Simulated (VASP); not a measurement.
# AlN (P6_3/mmc) in VASP: a series of runs

The runs below take AlN through single point, with PBEsol.

Everything below comes from runs of VASP 6.6.1. Logs are shortened: lines on timing, memory, paths and dates and some standing lists are left out, and cuts for length are marked.

### 1 The cell of the first run

It takes space group P6_3/mmc (No. 194, hexagonal). The conventional cell has a = 3.282 Å, b = 3.282 Å, c = 3.976 Å, α = 90.00°, β = 90.00°, γ = 120.00°. Within 2.5 Å of Al (site symmetry -6m2) lie 5 N at 1.89 to 1.99 Å. Within 2.5 Å of N (site symmetry -6m2) lie 5 Al at 1.89 to 1.99 Å.

### 2 Single point, PBEsol

File INCAR:

```
SYSTEM = AlN
  PREC = Accurate
  ENCUT = 520
  EDIFF = 1E-6
  ISMEAR = 0
  SIGMA = 0.05
  LREAL = .False.
  LASPH = .True.
  NELM = 80
  ALGO = Normal
  ISIF = 2
  LWAVE = .False.
  LCHARG = .False.
  GGA = PS
  NBANDS = 16
```

File KPOINTS:

```
regular mesh
0
Gamma
  9 9 6
  0 0 0
```

File POSCAR:

```
AlN
1.0
    3.2818000000      0.0000000000      0.0000000000
   -1.6409000000      2.8421221701      0.0000000000
    0.0000000000      0.0000000000      3.9756000000
Al N
2 2
Direct
    0.3333333333      0.6666666667      0.7500000000
    0.6666666667      0.3333333333      0.2500000000
    0.3333333333      0.6666666667      0.2500000000
    0.6666666667      0.3333333333      0.7500000000
```

Potentials or basis: VASP PAW PBE potentials, release 64 (Al, N).

Started as:

```bash
> cat potpaw_PBE.64/Al/POTCAR potpaw_PBE.64/N/POTCAR > POTCAR
> mpirun -np 1 vasp_std > vasp.out
```

OUTCAR:

```text
SYSTEM = AlN
   PREC = Accurate
   ENCUT = 520
   EDIFF = 1E-6
   ISMEAR = 0
   LREAL = .False.
   LASPH = .True.
   NELM = 80
   ISIF = 2
   GGA = PS

 ion  position               nearest neighbor table
   1  0.333  0.667  0.750-   4 1.89   4 1.89   4 1.89   3 1.99   3 1.99   2 2.75   2 2.75   2 2.75
                             2 2.75   2 2.75   2 2.75
   2  0.667  0.333  0.250-   3 1.89   3 1.89   3 1.89   4 1.99   4 1.99   1 2.75   1 2.75   1 2.75
                             1 2.75   1 2.75   1 2.75
   3  0.333  0.667  0.250-   2 1.89   2 1.89   2 1.89   1 1.99   1 1.99
   4  0.667  0.333  0.750-   1 1.89   1 1.89   1 1.89   2 1.99   2 1.99

  LATTYP: Found a hexagonal cell.
 ALAT       =     3.2818000000
 C/A-ratio  =     1.2114083735

  Lattice vectors:

 A1 = (   3.2818000000,   0.0000000000,   0.0000000000)
 A2 = (  -1.6409000000,   2.8421221701,   0.0000000000)
 A3 = (   0.0000000000,   0.0000000000,   3.9756000000)

Analysis of symmetry for initial positions (statically):
=====================================================================
 Subroutine PRICEL returns:
 Original cell was already a primitive cell.

 Routine SETGRP: Setting up the symmetry group for a
 hexagonal supercell.

 Subroutine GETGRP returns: Found 24 space group operations
 (whereof 12 operations were pure point group operations)
 out of a pool of 24 trial point group operations.

The static configuration has the point symmetry D_3d.
 The point group associated with its full space group is D_6h.

Analysis of symmetry for dynamics (positions and initial velocities):
=====================================================================
 Subroutine PRICEL returns:
 Original cell was already a primitive cell.

 Routine SETGRP: Setting up the symmetry group for a
 hexagonal supercell.

 Subroutine GETGRP returns: Found 24 space group operations
 (whereof 12 operations were pure point group operations)
 out of a pool of 24 trial point group operations.

The dynamic configuration has the point symmetry D_3d.
 The point group associated with its full space group is D_6h.

 Subroutine INISYM returns: Found 24 space group operations
 (whereof 12 operations are pure point group operations),
 and found     1 'primitive' translations

----------------------------------------------------------------------------------------

                                     Primitive cell

  volume of cell :      37.0815

  direct lattice vectors                    reciprocal lattice vectors
     3.281800000  0.000000000  0.000000000     0.304710829  0.175924879  0.000000000
    -1.640900000  2.842122170  0.000000000     0.000000000  0.351849759  0.000000000
     0.000000000  0.000000000  3.975600000     0.000000000  0.000000000  0.251534360

  length of vectors
     3.281800000  3.281800000  3.975600000     0.351849759  0.351849759  0.251534360

  position of ions in fractional coordinates (direct lattice)
     0.333333333  0.666666667  0.750000000
     0.666666667  0.333333333  0.250000000
     0.333333333  0.666666667  0.250000000
     0.666666667  0.333333333  0.750000000

  ion indices of the primitive-cell ions
   primitive index   ion index
                 1           1
                 2           2
                 3           3
                 4           4

----------------------------------------------------------------------------------------

 KPOINTS: regular mesh

Automatic generation of k-mesh.
 Grid dimensions read from file:
 generate k-points for:    9    9    6

 Generating k-lattice:

  Cartesian coordinates                     Fractional coordinates (reciprocal lattice)
     0.033856759  0.019547209  0.000000000     0.111111111 -0.000000000  0.000000000
     0.000000000  0.039094418  0.000000000     0.000000000  0.111111111  0.000000000
     0.000000000  0.000000000  0.041922393     0.000000000  0.000000000  0.166666667

  Length of vectors
     0.039094418  0.039094418  0.041922393

  Shift w.r.t. Gamma in fractional coordinates (k-lattice)
     0.000000000  0.000000000  0.000000000

 Subroutine IBZKPT returns following result:
 ===========================================

 Found     48 irreducible k-points:

 Following reciprocal coordinates:
            Coordinates               Weight
  0.000000  0.000000  0.000000      1.000000
  0.111111 -0.000000  0.000000      6.000000
  0.222222 -0.000000  0.000000      6.000000
  0.333333 -0.000000  0.000000      6.000000
  0.444444 -0.000000  0.000000      6.000000
  0.111111  0.111111  0.000000      6.000000
[... 16 lines left out ...]
  0.333333  0.222222  0.166667     24.000000
  0.333333  0.333333  0.166667      4.000000
 [... further k-points ...]
   k-points           NKPTS =     48   k-points in BZ     NKDIM =     48   number of bands    NBANDS=     16
   number of dos      NEDOS =    301   number of ions     NIONS =      4
   total plane-waves  NPLWV =  17280
   dimension x,y,z NGX =    24 NGY =   24 NGZ =   30
   dimension x,y,z NGXF=    48 NGYF=   48 NGZF=   60
   ions per type =               2   2
   NGX,Y,Z   is equivalent  to a cutoff of  12.16, 12.16, 12.54 a.u.
   NGXF,Y,Z  is equivalent  to a cutoff of  24.32, 24.32, 25.09 a.u.
 SYSTEM =  AlN
   PREC   = accura    normal or accurate (medium, high low for compatibility)
   ISTART =      0    job   : 0-new  1-cont  2-samecut
   ICHARG =      2    charge: 1-file 2-atom 10-const
   ISPIN  =      1    spin polarized calculation?
   LNONCOLLINEAR =      F non collinear calculations
   LSORBIT =      F    spin-orbit coupling
   LASPH  =      T    aspherical Exc in radial PAW
   ENCUT  =  520.0 eV  38.22 Ry    6.18 a.u.   6.10  6.10  7.39*2*pi/ulx,y,z
   NELM   =     80;   NELMIN=  2; NELMDL= -5     # of ELM steps
   EDIFF  = 0.1E-05   stopping-criterion for ELM
   LREAL  =      F    real-space projection
   EDIFFG = 0.1E-04   stopping-criterion for IOM
   NSW    =      0    number of steps for IOM
   IBRION =     -1    ionic relax: 0-MD 1-quasi-New 2-CG
   NFREE  =      0    steps in history (QN), initial steepest desc. (CG)
   ISIF   =      2    stress and relaxation
   ISYM   =      2    0-nonsym 1-usesym 2-fastsym
   POTIM  = 0.5000    time-step for ionic-motion
   TEBEG  =    0.0;   TEEND  =   0.0 temperature during run
   PSTRESS=    0.0 pullay stress
   NELECT =      16.0000    total number of electrons
   NUPDOWN=      -1.0000    fix difference up-down
   EMIN   =  10.00;   EMAX   =-10.00  energy-range for DOS
   EFERMI =   0.00;   METHOD = LEGACY
   ISMEAR =     0;   SIGMA  =   0.05  broadening in eV -4-tet -1-fermi 0-gaus
   EFERMI_NEDOS =   21; number of points for ismear=-14 and -15
   IALGO  =     38    algorithm
   IMIX   =      4    mixing-type and parameters
     AMIX     =   0.40;   BMIX     =  1.00
     AMIX_MAG =   1.60;   BMIX_MAG =  1.00
  volume/ion in A,a.u.               =       9.27        62.56
  Fermi-wavevector in a.u.,A,eV,Ry     =   1.237074  2.337731 20.821701  1.530352
  Thomas-Fermi vector in A             =   2.371656
   LORBIT       =      0    0 simple, 1 ext, 2 COOP (PROOUT), +10 PAW based schemes
   GGA     = PS    functional components
   LHFCALC =     F    Hartree Fock is set to
   AEXX    =    0.0000 exact exchange contribution
   IVDW    =     0    specifies the selected vdW correction
   LEPSILON=     F    determine dielectric tensor
   LRPA    =     F    only Hartree local field effects (RPA)
 non-spin polarized calculation
 Gauss-broadening in eV      SIGMA  =   0.05
  energy-cutoff  :      520.00
  volume of cell :       37.08
 maximum number of plane-waves:      1020
   NGX = 13   NGY = 13   NGZ = 15

 number of electron      15.9999998 magnetization

 Free energy of the ion-electron system (eV)
  ---------------------------------------------------
  ext. energy  EPLUGINS =         0.00000000
  ---------------------------------------------------
  free energy    TOTEN  =       -30.85343786 eV

  energy without entropy =      -30.85343786  energy(sigma->0) =      -30.85343786

 E-fermi :   8.6846     XC(G=0): -11.6605

 val. band max:        8.4818997712   @ k =   0.0000   0.0000   0.0000
 cond. band min:      12.2704561917   @ k =   0.0000   0.0000   0.0000
 fundamental gap:      3.7885564205
 Fermi energy:         8.6845671535

 k-point     1 :       0.0000    0.0000    0.0000
  band No.  band energies     occupation
      1      -8.6951      2.00000
      2      -4.4325      2.00000
      3       1.4006      2.00000
      4       5.0187      2.00000
      5       5.0187      2.00000
      6       6.9814      2.00000
[... 8 lines left out ...]
     15      20.5048      0.00000
     16      20.5048      0.00000

 k-point     2 :       0.1111   -0.0000    0.0000
  band No.  band energies     occupation
      1      -8.5474      2.00000
      2      -4.4503      2.00000
      3       1.5525      2.00000
      4       4.5425      2.00000
      5       4.8034      2.00000
      6       6.5158      2.00000
[... 8 lines left out ...]
     15      20.0653      0.00000
     16      20.7945      0.00000

 k-point     3 :       0.2222   -0.0000    0.0000
  band No.  band energies     occupation
      1      -8.1222      2.00000
      2      -4.5514      2.00000
      3       1.9955      2.00000
      4       3.5025      2.00000
      5       4.3690      2.00000
      6       5.6773      2.00000
[... 8 lines left out ...]
     15      19.4272      0.00000
     16      21.7323      0.00000

 k-point     4 :       0.3333   -0.0000    0.0000
  band No.  band energies     occupation
      1      -7.4858      2.00000
      2      -4.8401      2.00000
      3       2.5495      2.00000
      4       2.6771      2.00000
      5       3.9794      2.00000
      6       4.9690      2.00000
[... 8 lines left out ...]
     15      20.0584      0.00000
     16      22.4929      0.00000

 k-point     5 :       0.4444   -0.0000    0.0000
  band No.  band energies     occupation
      1      -6.8375      2.00000
      2      -5.2844      2.00000
      3       2.0401      2.00000
      4       3.3996      2.00000
      5       3.7608      2.00000
      6       4.5702      2.00000
[... 8 lines left out ...]
     15      21.7907      0.00000
     16      23.0323      0.00000

 k-point     6 :       0.1111    0.1111    0.0000
  band No.  band energies     occupation
      1      -8.2606      2.00000
      2      -4.5092      2.00000
      3       1.8504      2.00000
      4       4.0323      2.00000
      5       4.1437      2.00000
      6       6.0981      2.00000
[... 8 lines left out ...]
     15      19.8803      0.00000
     16      21.2746      0.00000
[... 267 lines left out ...]
 k-point    21 :       0.4444    0.1111    0.1667
  band No.  band energies     occupation
      1      -6.4894      2.00000
      2      -5.4368      2.00000
      3       1.4563      2.00000
      4       3.2260      2.00000
      5       3.2933      2.00000
      6       4.8739      2.00000
[... 8 lines left out ...]
     15      21.3374      0.00000
     16      22.9212      0.00000

 k-point    22 :       0.2222    0.2222    0.1667
  band No.  band energies     occupation
      1      -6.9808      2.00000
      2      -5.1167      2.00000
      3       2.0269      2.00000
      4       2.3505      2.00000
      5       4.2117      2.00000
      6       4.8127      2.00000
[... 8 lines left out ...]
     15      21.0023      0.00000
     16      22.6168      0.00000

 k-point    23 :       0.3333    0.2222    0.1667
  band No.  band energies     occupation
      1      -6.3806      2.00000
      2      -5.4634      2.00000
      3       1.6927      2.00000
      4       2.5272      2.00000
      5       3.4060      2.00000
      6       5.3238      2.00000
[... 8 lines left out ...]
     15      20.8888      0.00000
     16      22.5808      0.00000

 k-point    24 :       0.3333    0.3333    0.1667
  band No.  band energies     occupation
      1      -5.8721      2.00000
      2      -5.8721      2.00000
      3       1.6143      2.00000
      4       2.8419      2.00000
      5       2.8419      2.00000
      6       5.7081      2.00000
[... 8 lines left out ...]
     15      20.2480      0.00000
     16      22.5491      0.00000

 [... further k-points ...]

------------------------ aborting loop because EDIFF is reached ----------------------------------------

  FORCE on cell =-STRESS in cart. coord.  units (eV):
  Direction    XX          YY          ZZ          XY          YZ          ZX
  --------------------------------------------------------------------------------------
  -------------------------------------------------------------------------------------
  Total        2.1933870      2.1933870      4.0835927      0.0000000      0.0000000      0.0000000
  in kB       94.7694389     94.7694389    176.4393587      0.0000000      0.0000000      0.0000000
  external PRESSURE =     121.9927455 kB  Pullay stress =       0.0000000 kB

 VOLUME and BASIS-vectors are now :
 -----------------------------------------------------------------------------
  energy-cutoff  :      520.00
  volume of cell :       37.08
      direct lattice vectors                 reciprocal lattice vectors
     3.281800000  0.000000000  0.000000000     0.304710829  0.175924879  0.000000000
    -1.640900000  2.842122170  0.000000000     0.000000000  0.351849759  0.000000000
     0.000000000  0.000000000  3.975600000     0.000000000  0.000000000  0.251534360

 POSITION                                       TOTAL-FORCE (eV/Angst)
 -----------------------------------------------------------------------------------
     -0.00000      1.89475      2.98170        -0.000000      0.000000      0.000000
      1.64090      0.94737      0.99390         0.000000     -0.000000      0.000000
     -0.00000      1.89475      0.99390         0.000000      0.000000      0.000000
      1.64090      0.94737      2.98170         0.000000     -0.000000      0.000000
 -----------------------------------------------------------------------------------
    total drift:                               -0.000000      0.000000      0.000000

  FREE ENERGIE OF THE ION-ELECTRON SYSTEM (eV)
  ---------------------------------------------------
  free  energy   TOTEN  =       -30.8534378551 eV

  energy  without entropy=      -30.8534378551  energy(sigma->0) =      -30.85343786
```

Run time: 9 s. Hardware: 1 thread of Intel Xeon 6975P-C (Granite Rapids), shared host; peak memory 0.15 GiB.

What came out:

```yaml
Free_energy: -30.8534 eV
Pressure: 12.2 GPa
Band_gap_on_the_k_mesh: 3.79 eV, direct
```

Stress tensor (GPa, compression positive):
```
 9.48  0.00  0.00
 0.00  9.48  0.00
 0.00  0.00 17.64
```

Levels at points of the mesh, in eV from the valence-band top:
| k point | band 6 | band 7 | band 8 | band 9 | band 10 | band 11 |
| --- | --- | --- | --- | --- | --- | --- |
| (0.00, 0.00, 0.00) | -1.50 | -1.50 | 0.00 | 3.79 | 4.94 | 8.46 |
| (0.00, 0.00, 0.50) | -2.53 | -2.53 | -2.53 | 6.11 | 6.11 | 8.52 |

Caveat: the PAW data sets were made with another functional, which shifts forces and pressure a little.

(Part 1 of 2 ends here.)
